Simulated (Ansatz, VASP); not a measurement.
**AlN, level by level in two programs**

```
Al N
1.0
     0.00000    2.16934    2.16934
     2.16934    0.00000    2.16934
     2.16934    2.16934    0.00000
Al N
1 1
Direct
  0.00000 0.00000 0.00000
  0.25000 0.25000 0.25000
```

Single points on this cell with VASP 6.6.1 and Ansatz 0.2.0. Each row is one pair of runs. Alike in all rows: spin: off; k mesh: 10 × 10 × 10; smearing: fermi-dirac, width 0.05 eV.

```tsv
level	VASP's potentials, cutoff	Ansatz's potentials, cutoff	gap on the k mesh at the Fermi level (eV), VASP	gap on the k mesh at the Fermi level (eV), Ansatz	least direct gap on the mesh (eV), VASP	least direct gap on the mesh (eV), Ansatz	pressure (GPa), VASP	pressure (GPa), Ansatz
PBEsol	VASP PAW PBE potentials, release 64 (Al, N), 520 eV	Ansatz PAW, 420 eV	3.20	3.21	4.31	4.30	5.7	5.7
LDA	VASP PAW LDA potentials, release 64 (Al, N), 520 eV	JTH PAW LDA, 1350 eV	3.23	3.24	4.42	4.41	1.2	0.1
r2SCAN+D4	VASP PAW PBE potentials, release 64 (Al, N), 520 eV	Ansatz PAW, 500 eV	3.95	3.96	5.08	5.04	2.6	2.9
BLYP	VASP PAW PBE potentials, release 64 (Al, N), 520 eV	Ansatz PAW, 420 eV	3.68	3.70	4.66	4.67	12.8	12.3
r2SCAN+D3(BJ)	VASP PAW PBE potentials, release 64 (Al, N), 520 eV	Ansatz PAW, 500 eV	3.95	3.96	5.08	5.04	2.3	2.6
SVWN5	VASP PAW PBE potentials, release 64 (Al, N), 520 eV	Ansatz PAW, 420 eV	3.24	3.26	4.41	4.41	1.3	0.4
revPBE	VASP PAW PBE potentials, release 64 (Al, N), 520 eV	Ansatz PAW, 420 eV	3.36	3.36	4.40	4.38	11.6	12.2
BLYP+D3(BJ)	VASP PAW PBE potentials, release 64 (Al, N), 520 eV	Ansatz PAW, 420 eV	3.68	?	4.66	?	3.1	?
```

Q: Fill in what Ansatz gave in row 8.

A: gap on the k mesh at the Fermi level (eV): 3.70; least direct gap on the mesh (eV): 4.67; pressure (GPa): 2.6.
